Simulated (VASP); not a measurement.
# H (P6_3/mmc) in VASP: further runs

H is run at these levels: PBE; tasks: single point.

Everything below comes from runs of VASP 6.6.1. Logs are shortened: lines on timing, memory, paths and dates and some standing lists are left out, and cuts for length are marked.

### 1 The cell of the first run

It takes space group P6_3/mmc (No. 194, hexagonal). Conventional cell: a = 4.621 Å, b = 4.621 Å, c = 3.441 Å, α = 90.00°, β = 90.00°, γ = 120.00°. Within 4.2 Å of H (site symmetry -6m2) lie 8 H at 3.17 to 3.44 Å.

### 2 Single point, PBE, collinear spin

INCAR

```
SYSTEM = H
  PREC = Accurate
  ENCUT = 520
  EDIFF = 1E-6
  ISMEAR = 1
  SIGMA = 0.1
  LREAL = .False.
  LASPH = .True.
  NELM = 150
  ALGO = Normal
  ISIF = 2
  LWAVE = .False.
  LCHARG = .False.
  ISPIN = 2
  MAGMOM = 0.98 0.98
  LORBIT = 11
  GGA = PE
  ISYM = 0
  NBANDS = 12
```

KPOINTS

```
Automatic mesh
0
Gamma
  4 1 1
  0 0 0
```

POSCAR

```
H
1.0
    4.6210857781      0.0000000000      0.0000000000
   -2.3105428890      4.0019776768      0.0000000000
    0.0000000000      0.0000000000      3.4406451309
H
2
Direct
    0.3333333333      0.6666666667      0.2500000000
    0.6666666667      0.3333333333      0.7500000000
```

Potentials or basis: VASP PAW PBE potentials, release 64 (H).

Command:

```sh
cat potpaw_PBE.64/H/POTCAR > POTCAR
mpirun -np 1 vasp_std > vasp.out
```

OUTCAR:

```text
SYSTEM = H
   PREC = Accurate
   ENCUT = 520
   EDIFF = 1E-6
   ISMEAR = 1
   LREAL = .False.
   LASPH = .True.
   NELM = 150
   ISIF = 2
   ISPIN = 2
   LORBIT = 11
   GGA = PE
   ISYM = 0

 ion  position               nearest neighbor table
   1  0.333  0.667  0.250-
   2  0.667  0.333  0.750-

IMPORTANT INFORMATION: All symmetrisations will be switched off!
NOSYMM: (Re-)initialisation of all symmetry stuff for point group C_1.

----------------------------------------------------------------------------------------

                                     Primitive cell

  volume of cell :      63.6295

  direct lattice vectors                    reciprocal lattice vectors
     4.621085778  0.000000000  0.000000000     0.216399359  0.124938228  0.000000000
    -2.310542889  4.001977677  0.000000000     0.000000000  0.249876456  0.000000000
     0.000000000  0.000000000  3.440645131     0.000000000  0.000000000  0.290643168

  length of vectors
     4.621085778  4.621085778  3.440645131     0.249876456  0.249876456  0.290643168

  position of ions in fractional coordinates (direct lattice)
     0.333333333  0.666666667  0.250000000
     0.666666667  0.333333333  0.750000000

  ion indices of the primitive-cell ions
   primitive index   ion index
                 1           1
                 2           2

----------------------------------------------------------------------------------------

 KPOINTS: Automatic mesh

Automatic generation of k-mesh.
 Grid dimensions read from file:
 generate k-points for:    4    1    1

 Generating k-lattice:

  Cartesian coordinates                     Fractional coordinates (reciprocal lattice)
     0.054099840  0.031234557  0.000000000     0.250000000  0.000000000  0.000000000
     0.000000000  0.249876456  0.000000000     0.000000000  1.000000000  0.000000000
     0.000000000  0.000000000  0.290643168     0.000000000  0.000000000  1.000000000

  Length of vectors
     0.062469114  0.249876456  0.290643168

  Shift w.r.t. Gamma in fractional coordinates (k-lattice)
     0.000000000  0.000000000  0.000000000

 -----------------------------------------------------------------------------
|                                                                             |
|           W    W    AA    RRRRR   N    N  II  N    N   GGGG   !!!           |
|           W    W   A  A   R    R  NN   N  II  NN   N  G    G  !!!           |
|           W    W  A    A  R    R  N N  N  II  N N  N  G       !!!           |
|           W WW W  AAAAAA  RRRRR   N  N N  II  N  N N  G  GGG   !            |
|           WW  WW  A    A  R   R   N   NN  II  N   NN  G    G                |
|           W    W  A    A  R    R  N    N  II  N    N   GGGG   !!!           |
|                                                                             |
|     Your reciprocal lattice and k-lattice belong to different lattice       |
|     classes:                                                                |
|                                                                             |
|        The reciprocal lattice is hexagonal,                                 |
|        whereas your k-lattice is simple orthorhombic.                       |
|                                                                             |
|     Results are often still useful ...                                      |
|                                                                             |
 -----------------------------------------------------------------------------

 WARNING: IBZKPT: internal override: KBLOWUP is changed to .FALSE.
      ... skipping the blow-up phase ...

 Subroutine IBZKPT returns following result:
 ===========================================

 Found      3 irreducible k-points:

 Following reciprocal coordinates:
            Coordinates               Weight
  0.000000  0.000000  0.000000      1.000000
  0.250000  0.000000  0.000000      2.000000
  0.500000  0.000000  0.000000      1.000000
   k-points           NKPTS =      3   k-points in BZ     NKDIM =      3   number of bands    NBANDS=     12
   number of dos      NEDOS =    301   number of ions     NIONS =      2
   total plane-waves  NPLWV =  36288
   dimension x,y,z NGX =    36 NGY =   36 NGZ =   28
   dimension x,y,z NGXF=    72 NGYF=   72 NGZF=   56
   ions per type =               2
   NGX,Y,Z   is equivalent  to a cutoff of  12.95, 12.95, 13.53 a.u.
   NGXF,Y,Z  is equivalent  to a cutoff of  25.90, 25.90, 27.06 a.u.
 SYSTEM =  H
   PREC   = accura    normal or accurate (medium, high low for compatibility)
   ISTART =      0    job   : 0-new  1-cont  2-samecut
   ICHARG =      2    charge: 1-file 2-atom 10-const
   ISPIN  =      2    spin polarized calculation?
   LNONCOLLINEAR =      F non collinear calculations
   LSORBIT =      F    spin-orbit coupling
   LASPH  =      T    aspherical Exc in radial PAW
   ENCUT  =  520.0 eV  38.22 Ry    6.18 a.u.   8.59  8.59  6.40*2*pi/ulx,y,z
   NELM   =    150;   NELMIN=  2; NELMDL= -5     # of ELM steps
   EDIFF  = 0.1E-05   stopping-criterion for ELM
   LREAL  =      F    real-space projection
   EDIFFG = 0.1E-04   stopping-criterion for IOM
   NSW    =      0    number of steps for IOM
   IBRION =     -1    ionic relax: 0-MD 1-quasi-New 2-CG
   NFREE  =      0    steps in history (QN), initial steepest desc. (CG)
   ISIF   =      2    stress and relaxation
   ISYM   =      0    0-nonsym 1-usesym 2-fastsym
   POTIM  = 0.5000    time-step for ionic-motion
   TEBEG  =    0.0;   TEEND  =   0.0 temperature during run
   PSTRESS=    0.0 pullay stress
   NELECT =       2.0000    total number of electrons
   NUPDOWN=      -1.0000    fix difference up-down
   EMIN   =  10.00;   EMAX   =-10.00  energy-range for DOS
   EFERMI =   0.00;   METHOD = LEGACY
   ISMEAR =     1;   SIGMA  =   0.10  broadening in eV -4-tet -1-fermi 0-gaus
   EFERMI_NEDOS =   21; number of points for ismear=-14 and -15
   IALGO  =     38    algorithm
   IMIX   =      4    mixing-type and parameters
     AMIX     =   0.40;   BMIX     =  1.00
     AMIX_MAG =   1.60;   BMIX_MAG =  1.00
  volume/ion in A,a.u.               =      31.81       214.70
  Fermi-wavevector in a.u.,A,eV,Ry     =   0.516653  0.976332  3.631802  0.266930
  Thomas-Fermi vector in A             =   1.532686
   LORBIT       =     11    0 simple, 1 ext, 2 COOP (PROOUT), +10 PAW based schemes
   GGA     = PE    functional components
   LHFCALC =     F    Hartree Fock is set to
   AEXX    =    0.0000 exact exchange contribution
   IVDW    =     0    specifies the selected vdW correction
   LEPSILON=     F    determine dielectric tensor
   LRPA    =     F    only Hartree local field effects (RPA)
 spin polarized calculation
 Methfessel and Paxton  Order N= 1 SIGMA  =   0.10
  energy-cutoff  :      520.00
  volume of cell :       63.63
 maximum number of plane-waves:      1747
 NGX is ok and might be reduce to    36
   NGX = 17   NGY = 17   NGZ = 13

 number of electron       2.0000001 magnetization       2.0000000

 Free energy of the ion-electron system (eV)
  ---------------------------------------------------
  ext. energy  EPLUGINS =         0.00000000
  ---------------------------------------------------
  free energy    TOTEN  =        -2.66337221 eV

  energy without entropy =       -2.66409696  energy(sigma->0) =       -2.66361380

 E-fermi :  -5.8355     XC(G=0):   2.4051

 val. band max:       -5.9197033861   @ k =   0.0000   0.0000   0.0000
 cond. band min:       1.0937887164   @ k =   0.5000   0.0000   0.0000
 fundamental gap:      7.0134921025
 Fermi energy:        -5.8355152116

 spin component 1

 k-point     1 :       0.0000    0.0000    0.0000
  band No.  band energies     occupation
      1      -8.3024      1.00000
      2      -5.9197      1.00000
      3       3.2669      0.00000
      4       4.7695      0.00000
      5       4.7940      0.00000
      6       6.1709      0.00000
      7       6.1715      0.00000
      8       7.9505      0.00000
      9       8.6077      0.00000
     10      10.7513      0.00000
     11      14.1846      0.00000
     12      16.7242      0.00000

 k-point     2 :       0.2500    0.0000    0.0000
  band No.  band energies     occupation
      1      -8.0102      1.00000
      2      -6.2461      1.00000
      3       1.9755      0.00000
      4       3.6466      0.00000
      5       4.6196      0.00000
      6       7.8135      0.00000
      7       8.4276      0.00000
      8       8.4637      0.00000
      9       9.9076      0.00000
     10      11.3275      0.00000
     11      12.5717      0.00000
     12      15.0523      0.00000

 k-point     3 :       0.5000    0.0000    0.0000
  band No.  band energies     occupation
      1      -7.5078      1.00000
      2      -6.7819      1.00000
      3       1.0938      0.00000
      4       3.1016      0.00000
      5       5.0831      0.00000
      6       7.7147      0.00000
      7       9.5325      0.00000
      8      10.7400      0.00000
      9      11.5721      0.00000
     10      12.4343      0.00000
     11      12.7468      0.00000
     12      13.0715      0.00000
 Fermi energy:        -5.8355152116

 spin component 2

 k-point     1 :       0.0000    0.0000    0.0000
  band No.  band energies     occupation
      1       6.9760      0.00000
      2      14.9678      0.00000
      3      15.3547      0.00000
      4      17.6033      0.00000
      5      18.1102      0.00000
      6      18.9300      0.00000
      7      19.4221      0.00000
      8      19.9102      0.00000
      9      23.0570      0.00000
     10      27.4106      0.00000
     11      27.6774      0.00000
     12      28.1353      0.00000

 k-point     2 :       0.2500    0.0000    0.0000
  band No.  band energies     occupation
      1       7.3267      0.00000
      2      13.0953      0.00000
      3      14.2767      0.00000
      4      17.9845      0.00000
      5      19.7962      0.00000
      6      19.9321      0.00000
      7      20.2406      0.00000
      8      20.8186      0.00000
      9      25.1922      0.00000
     10      25.3681      0.00000
     11      26.6147      0.00000
     12      26.6658      0.00000

 k-point     3 :       0.5000    0.0000    0.0000
  band No.  band energies     occupation
      1       7.8094      0.00000
      2      11.6711      0.00000
      3      13.8330      0.00000
      4      17.4963      0.00000
      5      20.3296      0.00000
      6      20.6716      0.00000
      7      23.2222      0.00000
      8      23.8821      0.00000
      9      24.4004      0.00000
     10      24.7583      0.00000
     11      25.1067      0.00000
     12      25.5507      0.00000

------------------------ aborting loop because EDIFF is reached ----------------------------------------

  FORCE on cell =-STRESS in cart. coord.  units (eV):
  Direction    XX          YY          ZZ          XY          YZ          ZX
  --------------------------------------------------------------------------------------
  -------------------------------------------------------------------------------------
  Total        0.5201113      0.2779285     -2.3200359      0.2097343      0.0000000     -0.0000000
  in kB       13.0962912      6.9981807    -58.4180041      5.2810640      0.0000000     -0.0000000
  external PRESSURE =     -12.7745108 kB  Pullay stress =       0.0000000 kB

 VOLUME and BASIS-vectors are now :
 -----------------------------------------------------------------------------
  energy-cutoff  :      520.00
  volume of cell :       63.63
      direct lattice vectors                 reciprocal lattice vectors
     4.621085778  0.000000000  0.000000000     0.216399359  0.124938228  0.000000000
    -2.310542889  4.001977677  0.000000000     0.000000000  0.249876456  0.000000000
     0.000000000  0.000000000  3.440645131     0.000000000  0.000000000  0.290643168

 POSITION                                       TOTAL-FORCE (eV/Angst)
 -----------------------------------------------------------------------------------
     -0.00000      2.66799      0.86016        -0.123793     -0.071472      0.000000
      2.31054      1.33399      2.58048         0.123793      0.071472     -0.000000
 -----------------------------------------------------------------------------------
    total drift:                               -0.000000      0.000001     -0.000000

  FREE ENERGIE OF THE ION-ELECTRON SYSTEM (eV)
  ---------------------------------------------------
  free  energy   TOTEN  =        -2.6633722146 eV

  energy  without entropy=       -2.6640969616  energy(sigma->0) =       -2.66361380

 total charge

# of ion       s       p       d       tot
------------------------------------------
    1        0.371   0.000   0.000   0.371
    2        0.371   0.000   0.000   0.371
--------------------------------------------------
tot          0.743   0.000   0.000   0.743

 magnetization (x)

# of ion       s       p       d       tot
------------------------------------------
    1        0.371   0.000   0.000   0.371
    2        0.371   0.000   0.000   0.371
--------------------------------------------------
tot          0.743   0.000   0.000   0.743
```

Run time: 18 s. Hardware: 1 thread of AMD EPYC 7R13, shared host; peak memory 0.16 GiB.

What came out:

| Quantity | Value |
| --- | --- |
| Free energy | -2.6634 eV |
| Pressure | -1.3 GPa |
| Largest force | 0.143 eV/Å |
| Band gap on the k mesh | 7.01 eV (least direct gap 7.88 eV) |
| Net moment | 2.00 μB per cell |
| Site moments | H +0.37 μB |
| Valence electrons inside the program's atomic spheres | H 0.37 |

Forces on the atoms (eV/Å):
```
H   -0.124 -0.071  0.000
H    0.124  0.071  0.000
```

Stress tensor (GPa, compression positive):
```
 1.31  0.53  0.00
 0.53  0.70  0.00
 0.00  0.00 -5.84
```

Caveat: the k points lie up to 1.83 Å⁻¹ apart, too coarse for converged energies, forces and pressures; the atoms stand far beyond bonding distance. A k mesh can miss the band edges.

### 3 Single point, PBE

This run uses another cell than the first one, of 44.56 Å³/atom.

INCAR

```
SYSTEM = H
PREC = Accurate ; ENCUT = 520
EDIFF = 1E-6 ; ISMEAR = -1
SIGMA = 0.06802846561497 ; LREAL = .False.
LASPH = .True. ; NELM = 60
ALGO = Normal ; ISIF = 2
LWAVE = .False. ; LCHARG = .False.
GGA = PE ; NBANDS = 8
```

KPOINTS

```
Automatic mesh
0
Gamma
  3 3 4
  0 0 0
```

POSCAR

```
H
1.0
    5.1702470185      0.0000000000      0.0000000000
   -2.5851235093      4.4775652619      0.0000000000
    0.0000000000      0.0000000000      3.8495250000
H
2
Direct
    0.3333333333      0.6666666667      0.2500000000
    0.6666666667      0.3333333333      0.7500000000
```

Potentials or basis: VASP PAW PBE potentials, release 64 (H).

Command:

```sh
cat potpaw_PBE.64/H/POTCAR > POTCAR
mpirun -np 1 vasp_std > vasp.out
```

Run time: 9.9 s. Hardware: 1 thread of AMD EPYC 7R13, shared host; peak memory 0.16 GiB.

The run converged. Its results:

| Property | Result |
| --- | --- |
| Free energy | -0.6424 eV |
| Pressure | -1.6 GPa |
| Band gap on the k mesh | zero (bands 1 and 2 overlap by 0.40 eV) |

Stress tensor (GPa, compression positive):
```
-1.42  0.00  0.00
 0.00 -1.42  0.00
 0.00  0.00 -1.83
```

Levels at points of the mesh, in eV from the Fermi level:
```
           k point  band 1  band 2  band 3  band 4
(0.00, 0.00, 0.00)   -1.12    0.58    8.09    9.66
(0.00, 0.00, 0.50)    0.00    0.00    7.92    7.92
```

Caveat: the k points lie up to 0.47 Å⁻¹ apart; the atoms stand far beyond bonding distance, and open shells without spin polarisation read as a metal.

The gap in the log of VASP goes by the Fermi energy; the results here count the filled bands.